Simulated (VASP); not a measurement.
Write the native input for VASP 6.6.1 that does the following.

```yaml
Task: relaxation of cell and atoms
Functional: revPBE
Potentials_or_basis: VASP PAW PBE potentials, release 64 (Co)
Cutoff: 600 eV
k_mesh: 15 × 15 × 10
Occupations: fermi-dirac, width 0.1 eV
Spin: no spin polarisation
Dipole_correction: no
Further_INCAR_settings: ALGO = Normal; EDIFF = 1e-07; ISYM = 0; IBRION = 2; EDIFFG = -0.01; NSW = 80; ISIF = 3
```

The structure of Co lies in POSCAR:

```
Co
1.0
   -2.1999784191      2.1999784191      1.2011882168
    2.1999784191     -2.1999784191      1.2011882168
    2.1999784191      2.1999784191     -1.2011882168
Co
2
Direct
    0.0000000000      0.0000000000      0.0000000000
    0.7500000000      0.2500000000      0.5000000000
```

The input as run:

INCAR

```
ALGO = Normal
EDIFF = 1E-7
EDIFFG = -0.01
ENCUT = 600
GGA = RE
IBRION = 2
ISIF = 3
ISMEAR = -1
ISYM = 0
LASPH = True
LCHARG = False
LREAL = False
LWAVE = False
NELM = 100
NSW = 80
PREC = Accurate
SIGMA = 0.1
```

KPOINTS

```
k-points
0
Gamma
  15 15 10
```

Potentials or basis: VASP PAW PBE potentials, release 64 (Co).

Launch:

```console
$ cat potpaw_PBE.64/Co/POTCAR > POTCAR
$ mpirun -np 1 vasp_std > vasp.out
```

Results of the run:

```json
{
 "Relaxed volume": "11.52 Å³/atom",
 "Relaxed cell": "a = 3.298 Å, b = 3.298 Å, c = 3.298 Å, α = 97.99°, β = 97.99°, γ = 136.21°",
 "Space group after relaxing (to 0.1 Å)": "I4_1/amd (No. 141)",
 "Energy gained by relaxing": "10.8 meV/atom",
 "Ionic steps": "5",
 "Pressure after relaxing": "0.0 GPa",
 "Band gap on the k mesh": "zero (bands 9 and 10 overlap by 1.17 eV)"
}
```

Caveat: the PAW data sets were made with another functional, which shifts forces and pressure a little; the run has no spin polarisation, though such a crystal can be magnetic.

Wall time 36 min on 1 thread of Oxide Virtual Turin-like Processor (shared host), peak memory 0.46 GiB.
